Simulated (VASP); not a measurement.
A run of VASP 6.6.1 is set up as follows.

Contents of POSCAR:

```
BeTe
1.0
    0.0000000000      2.9916000000      2.5484000000
    2.9916000000      0.0000000000      2.5484000000
    2.9916000000      2.9916000000      0.0000000000
Be Te
1 1
Direct
    0.0000000000      0.0000000000      0.0000000000
    0.7500000000      0.7500000000      0.7500000000
```

The input INCAR.step1:

```
SYSTEM = BeTe
PREC = Accurate ; ENCUT = 660
ISMEAR = 0 ; SIGMA = 0.05
LREAL = .FALSE. ; LASPH = .TRUE.
NELM = 120 ; NBANDS = 11
GGA = PE ; ALGO = Normal
EDIFF = 1E-5 ; LWAVE = .TRUE.
LCHARG = .FALSE. ; GGA_COMPAT = .FALSE.
```

INCAR.step2

```
SYSTEM = BeTe
PREC = Accurate ; ENCUT = 660
EDIFF = 1E-6 ; ISMEAR = 0
SIGMA = 0.05 ; LREAL = .FALSE.
LASPH = .TRUE. ; NELM = 120
ALGO = Normal ; ISIF = 2
LWAVE = .FALSE. ; LCHARG = .TRUE.
METAGGA = R2SCAN ; LMIXTAU = .TRUE.
LELF = .TRUE. ; LVHAR = .TRUE.
NBANDS = 11 ; ISTART = 1
GGA_COMPAT = .FALSE.
```

The input KPOINTS:

```
Automatic mesh
0
G
  8 8 8
  0 0 0
```

Potentials or basis: VASP PAW PBE potentials, release 64 (Be, Te).

Run with:

```console
$ cat potpaw_PBE.64/Be/POTCAR potpaw_PBE.64/Te/POTCAR > POTCAR
$ cp INCAR.step1 INCAR
$ mpirun -np 1 vasp_std > vasp.out
$ cp INCAR.step2 INCAR
$ mpirun -np 1 vasp_std > vasp.out
```

(1) What does it give for the pressure?

(2) Estimate the band gap on the k mesh.

Answers

(1) -0.5 GPa.

(2) 1.38 eV (least direct gap 3.51 eV).

Caveat: the cell differs from its parent crystal (strain +0.080 along x and y, -0.080 along z); the PAW data sets were made with another functional, which shifts forces and pressure a little; spin-orbit coupling is left out, which moves the levels of the heavy elements.
